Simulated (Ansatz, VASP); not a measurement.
**Two plane-wave programs on Y3Sc2S5**

```xyz
10
Lattice="4.4716 0.0000 0.0000 0.0000 4.4716 0.0000 0.0000 0.0000 10.7595" Properties=species:S:1:pos:R:3 pbc="T T T"
Y     0.0000    2.2358    3.9950
Y     2.2358    0.0000    6.7644
Y     2.2358    2.2358    0.0000
Sc    0.0000    2.2358    8.0838
Sc    2.2358    0.0000    2.6756
S     2.2358    2.2358    5.3797
S     0.0000    0.0000    5.3797
S     0.0000    2.2358    1.4521
S     2.2358    0.0000    9.3074
S     0.0000    0.0000    0.0000
```

Change from the starting cell: species swapped into the Pr2Ga5Au3 type (P-4m2, No. 115).

Alike in both runs: task single point; functional PBE; k mesh 4 × 4 × 2; occupations gaussian, width 0.1 eV; no spin polarisation.

|  | VASP | Ansatz |
| --- | --- | --- |
| version | VASP 6.6.1 | Ansatz 0.2.0 |
| potentials or method | VASP PAW PBE potentials, release 64 (Y_sv, Sc_sv, S), cutoff 520 eV | scalar-relativistic, plane waves, PAW |
| valence electrons in the cell | 85 | 85 |

VASP gave:

- gap on the k mesh at the Fermi level (eV): none
- pressure (GPa): 5.9
- traceless stress, the component that is largest in VASP (GPa): 1.06
- rms of the force components (eV/Å): 0.624

Problem. Estimate Ansatz's values.

Solution. gap on the k mesh at the Fermi level (eV): none; pressure (GPa): 6.0; traceless stress, the component that is largest in VASP (GPa): 1.07; rms of the force components (eV/Å): 0.624.

Atom by atom the forces differ by 0.001 eV/Å (rms over components). A gap of «none» marks a metal or a gap that the smearing closes. With one functional, cell and mesh, what is left measures potentials, basis and numerics.
